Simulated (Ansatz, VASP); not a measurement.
# One calculation of CdSe, two programs

```
Cd Se
1.0
     0.00000    3.09805    3.09805
     3.09805    0.00000    3.09805
     3.09805    3.09805    0.00000
Cd Se
1 1
Direct
  0.00000 0.00000 0.00000
  0.25000 0.25000 0.25000
```

Alike in both runs: task electric field gradients; functional PBE; k mesh 5 × 5 × 5; occupations fermi-dirac, width 0.08 eV; no spin polarisation.

|  | VASP | Ansatz |
| --- | --- | --- |
| version | VASP 6.6.1 | Ansatz 0.2.0 |
| potentials or method | VASP PAW PBE potentials, release 64 (Cd, Se) | PAW with Ansatz's default frozen-core files, scalar-relativistic |
| plane-wave cutoff (eV) | 520 | 420 |
| valence electrons in the cell | 18 | 36 |

|  | VASP | Ansatz | Ansatz less VASP |
| --- | --- | --- | --- |
| pressure (GPa) | 0.3 | 0.0 | -0.25 |

VASP's potentials hold 18 valence electrons a cell and Ansatz's 36, so a difference there can come from the potentials and not from the codes.
